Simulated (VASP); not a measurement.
# BaO (Fm-3m) in VASP: notebook

The runs below take BaO through single point, with PBE+D3(BJ).

Everything below comes from runs of VASP 6.6.1. Logs are shortened: lines on timing, memory, paths and dates and some standing lists are left out, and cuts for length are marked.

### Step 1. The cell of the first run

It takes space group Fm-3m (No. 225, cubic). Conventional cell: a = 5.388 Å, b = 5.388 Å, c = 5.388 Å, α = 90.00°, β = 90.00°, γ = 90.00°. Within 3.6 Å of Ba (site symmetry m-3m) lie 6 O at 2.69 Å. Within 3.6 Å of O (site symmetry m-3m) lie 6 Ba at 2.69 Å.

### Step 2. Single point, PBE+D3(BJ)

Contents of INCAR:

```
PREC = Accurate ; ENCUT = 600
EDIFF = 1E-6 ; ISMEAR = 0
SIGMA = 0.01 ; LREAL = False
LASPH = True ; NELM = 120
ALGO = Normal ; ISIF = 2
LWAVE = False ; LCHARG = False
GGA = PE ; IVDW = 12
NBANDS = 15 ; GGA_COMPAT = False
```

Contents of KPOINTS:

```
Automatic mesh
0
Gamma
  5 5 5
```

Contents of POSCAR:

```
BaO
1.0
    0.0000000000      2.6938617990      2.6938617990
    2.6938617990      0.0000000000      2.6938617990
    2.6938617990      2.6938617990      0.0000000000
Ba O
1 1
Direct
    0.0000000000      0.0000000000      0.0000000000
    0.5000000000      0.5000000000      0.5000000000
```

Potentials or basis: VASP PAW PBE potentials, release 64 (Ba_sv, O).

Started as:

```console
$ cat potpaw_PBE.64/Ba_sv/POTCAR potpaw_PBE.64/O/POTCAR > POTCAR
$ mpirun -np 1 vasp_std > vasp.out
```

OUTCAR:

```text
PREC = Accurate
   ENCUT = 600
   EDIFF = 1E-6
   ISMEAR = 0
   LREAL = False
   LASPH = True
   NELM = 120
   ISIF = 2
   GGA = PE
   IVDW = 12
 IVDW          = 12

 ion  position               nearest neighbor table
   1  0.000  0.000  0.000-   2 2.69   2 2.69   2 2.69   2 2.69   2 2.69   2 2.69
   2  0.500  0.500  0.500-   1 2.69   1 2.69   1 2.69   1 2.69   1 2.69   1 2.69

  LATTYP: Found a face centered cubic cell.
 ALAT       =     5.3877235980

  Lattice vectors:

 A1 = (   0.0000000000,   2.6938617990,   2.6938617990)
 A2 = (   2.6938617990,   0.0000000000,   2.6938617990)
 A3 = (   2.6938617990,   2.6938617990,   0.0000000000)

Analysis of symmetry for initial positions (statically):
=====================================================================
 Subroutine PRICEL returns:
 Original cell was already a primitive cell.

 Routine SETGRP: Setting up the symmetry group for a
 face centered cubic supercell.

 Subroutine GETGRP returns: Found 48 space group operations
 (whereof 48 operations were pure point group operations)
 out of a pool of 48 trial point group operations.

The static configuration has the point symmetry O_h .

Analysis of symmetry for dynamics (positions and initial velocities):
=====================================================================
 Subroutine PRICEL returns:
 Original cell was already a primitive cell.

 Routine SETGRP: Setting up the symmetry group for a
 face centered cubic supercell.

 Subroutine GETGRP returns: Found 48 space group operations
 (whereof 48 operations were pure point group operations)
 out of a pool of 48 trial point group operations.

The dynamic configuration has the point symmetry O_h .

 Subroutine INISYM returns: Found 48 space group operations
 (whereof 48 operations are pure point group operations),
 and found     1 'primitive' translations

----------------------------------------------------------------------------------------

                                     Primitive cell

  volume of cell :      39.0981

  direct lattice vectors                    reciprocal lattice vectors
     0.000000000  2.693861799  2.693861799    -0.185607146  0.185607146  0.185607146
     2.693861799  0.000000000  2.693861799     0.185607146 -0.185607146  0.185607146
     2.693861799  2.693861799  0.000000000     0.185607146  0.185607146 -0.185607146

  length of vectors
     3.809695891  3.809695891  3.809695891     0.321481007  0.321481007  0.321481007

  position of ions in fractional coordinates (direct lattice)
     0.000000000  0.000000000  0.000000000
     0.500000000  0.500000000  0.500000000

  ion indices of the primitive-cell ions
   primitive index   ion index
                 1           1
                 2           2

----------------------------------------------------------------------------------------

 KPOINTS: Automatic mesh

Automatic generation of k-mesh.
 Grid dimensions read from file:
 generate k-points for:    5    5    5

 Generating k-lattice:

  Cartesian coordinates                     Fractional coordinates (reciprocal lattice)
    -0.037121429  0.037121429  0.037121429     0.200000000  0.000000000  0.000000000
     0.037121429 -0.037121429  0.037121429     0.000000000  0.200000000  0.000000000
     0.037121429  0.037121429 -0.037121429     0.000000000  0.000000000  0.200000000

  Length of vectors
     0.064296201  0.064296201  0.064296201

  Shift w.r.t. Gamma in fractional coordinates (k-lattice)
     0.000000000  0.000000000  0.000000000

 Subroutine IBZKPT returns following result:
 ===========================================

 Found     10 irreducible k-points:

 Following reciprocal coordinates:
            Coordinates               Weight
  0.000000  0.000000  0.000000      1.000000
  0.200000  0.000000  0.000000      8.000000
  0.400000  0.000000  0.000000      8.000000
  0.200000  0.200000  0.000000      6.000000
  0.400000  0.200000  0.000000     24.000000
 -0.400000  0.200000  0.000000     24.000000
 -0.200000  0.200000  0.000000     12.000000
  0.400000  0.400000  0.000000      6.000000
 -0.400000  0.400000  0.000000     12.000000
 -0.400000  0.400000  0.200000     24.000000
   k-points           NKPTS =     10   k-points in BZ     NKDIM =     10   number of bands    NBANDS=     15
   number of dos      NEDOS =    301   number of ions     NIONS =      2
   total plane-waves  NPLWV =  27000
   dimension x,y,z NGX =    30 NGY =   30 NGZ =   30
   dimension x,y,z NGXF=    60 NGYF=   60 NGZF=   60
   ions per type =               1   1
   NGX,Y,Z   is equivalent  to a cutoff of  13.09, 13.09, 13.09 a.u.
   NGXF,Y,Z  is equivalent  to a cutoff of  26.18, 26.18, 26.18 a.u.
 SYSTEM =  unknown system
   PREC   = accura    normal or accurate (medium, high low for compatibility)
   ISTART =      0    job   : 0-new  1-cont  2-samecut
   ICHARG =      2    charge: 1-file 2-atom 10-const
   ISPIN  =      1    spin polarized calculation?
   LNONCOLLINEAR =      F non collinear calculations
   LSORBIT =      F    spin-orbit coupling
   LASPH  =      T    aspherical Exc in radial PAW
   ENCUT  =  600.0 eV  44.10 Ry    6.64 a.u.   7.61  7.61  7.61*2*pi/ulx,y,z
   NELM   =    120;   NELMIN=  2; NELMDL= -5     # of ELM steps
   EDIFF  = 0.1E-05   stopping-criterion for ELM
   LREAL  =      F    real-space projection
   EDIFFG = 0.1E-04   stopping-criterion for IOM
   NSW    =      0    number of steps for IOM
   IBRION =     -1    ionic relax: 0-MD 1-quasi-New 2-CG
   NFREE  =      0    steps in history (QN), initial steepest desc. (CG)
   ISIF   =      2    stress and relaxation
   ISYM   =      2    0-nonsym 1-usesym 2-fastsym
   POTIM  = 0.5000    time-step for ionic-motion
   TEBEG  =    0.0;   TEEND  =   0.0 temperature during run
   PSTRESS=    0.0 pullay stress
   NELECT =      16.0000    total number of electrons
   NUPDOWN=      -1.0000    fix difference up-down
   EMIN   =  10.00;   EMAX   =-10.00  energy-range for DOS
   EFERMI =   0.00;   METHOD = LEGACY
   ISMEAR =     0;   SIGMA  =   0.01  broadening in eV -4-tet -1-fermi 0-gaus
   EFERMI_NEDOS =   21; number of points for ismear=-14 and -15
   IALGO  =     38    algorithm
   IMIX   =      4    mixing-type and parameters
     AMIX     =   0.40;   BMIX     =  1.00
     AMIX_MAG =   1.60;   BMIX_MAG =  1.00
  volume/ion in A,a.u.               =      19.55       131.92
  Fermi-wavevector in a.u.,A,eV,Ry     =   1.215429  2.296827 20.099439  1.477267
  Thomas-Fermi vector in A             =   2.350816
   LORBIT       =      0    0 simple, 1 ext, 2 COOP (PROOUT), +10 PAW based schemes
   GGA     = PE    functional components
   LHFCALC =     F    Hartree Fock is set to
   AEXX    =    0.0000 exact exchange contribution
   IVDW    =    12    specifies the selected vdW correction
   LEPSILON=     F    determine dielectric tensor
   LRPA    =     F    only Hartree local field effects (RPA)
 non-spin polarized calculation
 Gauss-broadening in eV      SIGMA  =   0.01
  energy-cutoff  :      600.00
  volume of cell :       39.10
 maximum number of plane-waves:      1326
   NGX = 15   NGY = 15   NGZ = 15

 number of electron      15.9999997 magnetization

 Free energy of the ion-electron system (eV)
  ---------------------------------------------------
  ext. energy  EPLUGINS =         0.00000000
  ---------------------------------------------------
  free energy    TOTEN  =       -11.64721969 eV

  energy without entropy =      -11.64721969  energy(sigma->0) =      -11.64721969

 E-fermi :   2.4687     XC(G=0): -10.0094

 val. band max:        2.3876410331   @ k =  -0.4000   0.4000   0.0000
 cond. band min:       4.3359010800   @ k =   0.4000   0.4000   0.0000
 fundamental gap:      1.9482600469
 Fermi energy:         2.4686526233

 k-point     1 :       0.0000    0.0000    0.0000
  band No.  band energies     occupation
      1     -23.4716      2.00000
      2     -12.7772      2.00000
      3      -7.7948      2.00000
      4      -7.7948      2.00000
      5      -7.7948      2.00000
      6       1.9255      2.00000
      7       1.9255      2.00000
      8       1.9255      2.00000
      9       6.4071      0.00000
     10       7.1023      0.00000
     11       7.1023      0.00000
     12       7.1023      0.00000
     13       9.5866      0.00000
     14       9.5866      0.00000
     15      12.4999      0.00000

 k-point     2 :       0.2000    0.0000    0.0000
  band No.  band energies     occupation
      1     -23.3503      2.00000
      2     -13.1111      2.00000
      3      -7.8856      2.00000
      4      -7.8441      2.00000
      5      -7.8441      2.00000
      6       1.1723      2.00000
      7       1.4015      2.00000
      8       1.4015      2.00000
      9       6.8686      0.00000
     10       7.8899      0.00000
     11       7.8899      0.00000
     12       8.0534      0.00000
     13      10.6704      0.00000
     14      10.6704      0.00000
     15      14.8782      0.00000

 k-point     3 :       0.4000    0.0000    0.0000
  band No.  band energies     occupation
      1     -23.1411      2.00000
      2     -13.6550      2.00000
      3      -8.0120      2.00000
      4      -7.9196      2.00000
      5      -7.9196      2.00000
      6       0.2828      2.00000
      7       0.7154      2.00000
      8       0.7154      2.00000
      9       7.3284      0.00000
     10       9.5300      0.00000
     11       9.5300      0.00000
     12      10.6742      0.00000
     13      12.8532      0.00000
     14      12.8532      0.00000
     15      17.1120      0.00000

 k-point     4 :       0.2000    0.2000    0.0000
  band No.  band energies     occupation
      1     -23.3127      2.00000
      2     -13.0989      2.00000
      3      -8.0656      2.00000
      4      -8.0656      2.00000
      5      -7.8712      2.00000
      6       0.7902      2.00000
      7       1.9304      2.00000
      8       1.9304      2.00000
      9       5.6770      0.00000
     10       7.7172      0.00000
     11       8.7839      0.00000
     12       8.7839      0.00000
     13      10.1731      0.00000
     14      11.4455      0.00000
     15      15.4990      0.00000

 k-point     5 :       0.4000    0.2000    0.0000
  band No.  band energies     occupation
      1     -23.1362      2.00000
      2     -13.3960      2.00000
      3      -8.3903      2.00000
      4      -8.2184      2.00000
      5      -8.1939      2.00000
      6       0.9676      2.00000
      7       1.3691      2.00000
      8       1.5173      2.00000
      9       5.8410      0.00000
     10       8.9464      0.00000
     11      10.2229      0.00000
     12      10.2710      0.00000
     13      11.9505      0.00000
     14      12.7556      0.00000
     15      17.3120      0.00000

 k-point     6 :      -0.4000    0.2000    0.0000
  band No.  band energies     occupation
      1     -23.0628      2.00000
      2     -13.5769      2.00000
      3      -8.7013      2.00000
      4      -8.1270      2.00000
      5      -8.0639      2.00000
      6       0.6317      2.00000
      7       0.8873      2.00000
      8       1.5637      2.00000
      9       7.4335      0.00000
     10       8.3356      0.00000
     11      10.1347      0.00000
     12      10.8912      0.00000
     13      13.0489      0.00000
     14      14.6919      0.00000
     15      15.6176      0.00000

 k-point     7 :      -0.2000    0.2000    0.0000
  band No.  band energies     occupation
      1     -23.2007      2.00000
      2     -13.3908      2.00000
      3      -8.4015      2.00000
      4      -7.9113      2.00000
      5      -7.8422      2.00000
      6       0.5718      2.00000
      7       0.8006      2.00000
      8       1.9031      2.00000
      9       6.8294      0.00000
     10       8.4969      0.00000
     11       8.5043      0.00000
     12       9.7036      0.00000
     13      12.1164      0.00000
     14      12.4161      0.00000
     15      17.2444      0.00000

 k-point     8 :       0.4000    0.4000    0.0000
  band No.  band energies     occupation
      1     -23.0537      2.00000
      2     -13.1358      2.00000
      3      -9.2877      2.00000
      4      -8.4714      2.00000
      5      -8.4714      2.00000
      6       2.0100      2.00000
      7       2.1581      2.00000
      8       2.1581      2.00000
      9       4.3359      0.00000
     10       8.8629      0.00000
     11      11.4525      0.00000
     12      11.9992      0.00000
     13      11.9992      0.00000
     14      12.1189      0.00000
     15      17.9941      0.00000

 k-point     9 :      -0.4000    0.4000    0.0000
  band No.  band energies     occupation
      1     -23.0077      2.00000
      2     -13.2431      2.00000
      3      -9.4751      2.00000
      4      -8.4248      2.00000
      5      -8.4009      2.00000
      6       1.5913      2.00000
      7       1.7285      2.00000
      8       2.3876      2.00000
      9       5.2307      0.00000
     10       9.5880      0.00000
     11       9.8256      0.00000
     12      11.8399      0.00000
     13      12.2811      0.00000
     14      15.2109      0.00000
     15      15.6940      0.00000

 k-point    10 :      -0.4000    0.4000    0.2000
  band No.  band energies     occupation
      1     -23.0291      2.00000
      2     -13.3693      2.00000
      3      -8.9788      2.00000
      4      -8.8897      2.00000
      5      -7.9153      2.00000
      6       0.8630      2.00000
      7       1.7887      2.00000
      8       2.1267      2.00000
      9       6.2754      0.00000
     10       8.2838      0.00000
     11       9.9172      0.00000
     12      11.7410      0.00000
     13      12.5805      0.00000
     14      14.9247      0.00000
     15      16.0845      0.00000

------------------------ aborting loop because EDIFF is reached ----------------------------------------

 Edisp (eV)   -0.49398

 E8    (eV) :    -0.2555

  FORCE on cell =-STRESS in cart. coord.  units (eV):
  Direction    XX          YY          ZZ          XY          YZ          ZX
  --------------------------------------------------------------------------------------
  -------------------------------------------------------------------------------------
  Total       2.21844     2.21844     2.21844     0.00000    -0.00000     0.00000
  in kB      90.90792    90.90792    90.90792     0.00000    -0.00000     0.00000
  external pressure =       90.91 kB  Pullay stress =        0.00 kB

 VOLUME and BASIS-vectors are now :
 -----------------------------------------------------------------------------
  energy-cutoff  :      600.00
  volume of cell :       39.10
      direct lattice vectors                 reciprocal lattice vectors
     0.000000000  2.693861799  2.693861799    -0.185607146  0.185607146  0.185607146
     2.693861799  0.000000000  2.693861799     0.185607146 -0.185607146  0.185607146
     2.693861799  2.693861799  0.000000000     0.185607146  0.185607146 -0.185607146

 POSITION                                       TOTAL-FORCE (eV/Angst)
 -----------------------------------------------------------------------------------
      0.00000      0.00000      0.00000         0.000000     -0.000000      0.000000
      2.69386      2.69386      2.69386        -0.000000      0.000000     -0.000000
 -----------------------------------------------------------------------------------
    total drift:                                0.000000      0.000000      0.000000

  FREE ENERGIE OF THE ION-ELECTRON SYSTEM (eV)
  ---------------------------------------------------
  free  energy   TOTEN  =       -12.1411961665 eV

  energy  without entropy=      -12.1411961665  energy(sigma->0) =      -12.14119617
```

Wall time 12 s (1 thread of AMD EPYC 7R13 (Zen 3), shared host); peak memory 0.15 GiB.

Results:

- Free energy: -12.1412 eV
- Pressure: 9.1 GPa
- Band gap on the k mesh: 1.95 eV, indirect (least direct gap 2.18 eV)
- Dispersion energy per atom: -0.247 eV

Caveat: spin-orbit coupling is left out, which moves the levels of the heavy elements.

### Step 3. Single point, PBE+D3(BJ)

This run uses another cell than the first one, of 19.97 Å³/atom, 1.021 times its volume.

Contents of INCAR:

```
PREC     = Accurate       # precision mode
ENCUT    = 600            # plane-wave cutoff, eV
EDIFF    = 1E-6           # SCF threshold, eV
ISMEAR   = 0              # smearing method
SIGMA    = 0.01           # smearing width, eV
LREAL    = F              # projectors in reciprocal space
LASPH    = T              # aspherical terms in the spheres
NELM     = 120            # most SCF steps
ALGO     = Normal         # electronic algorithm
ISIF     = 2              # what is computed and relaxed
LWAVE    = F              # write WAVECAR
LCHARG   = F              # write CHGCAR
GGA      = PE             # functional
IVDW     = 12             # dispersion correction
NBANDS   = 15             # bands
GGA_COMPAT= F
```

KPOINTS is that of step 2.

Contents of POSCAR:

```
BaO
1.0
    0.0000000000      2.7128332818      2.7128332818
    2.7128332818      0.0000000000      2.7128332818
    2.7128332818      2.7128332818      0.0000000000
Ba O
1 1
Direct
    0.0000000000      0.0000000000      0.0000000000
    0.5000000000      0.5000000000      0.5000000000
```

Potentials or basis: VASP PAW PBE potentials, release 64 (Ba_sv, O).

Started as:

```console
$ cat potpaw_PBE.64/Ba_sv/POTCAR potpaw_PBE.64/O/POTCAR > POTCAR
$ mpirun -np 1 vasp_std > vasp.out
```

It took 11 s on 1 thread of AMD EPYC 7R13 (Zen 3), shared host; peak memory 0.15 GiB.

The run converged. Its results:

```
Free energy                : -12.1832 eV
Pressure                   : 6.8 GPa
Band gap on the k mesh     : 2.03 eV, indirect (least direct gap 2.23 eV)
Dispersion energy per atom : -0.242 eV
```

Levels at points of the mesh, in eV from the valence-band top:
| k point | band 6 | band 7 | band 8 | band 9 | band 10 | band 11 |
| --- | --- | --- | --- | --- | --- | --- |
| (0.00, 0.00, 0.00) | -0.40 | -0.40 | -0.40 | 3.92 | 4.74 | 4.74 |

Caveat: spin-orbit coupling is left out, which moves the levels of the heavy elements. Expect the measured gap to be larger: semilocal functionals such as PBE lack the derivative discontinuity.
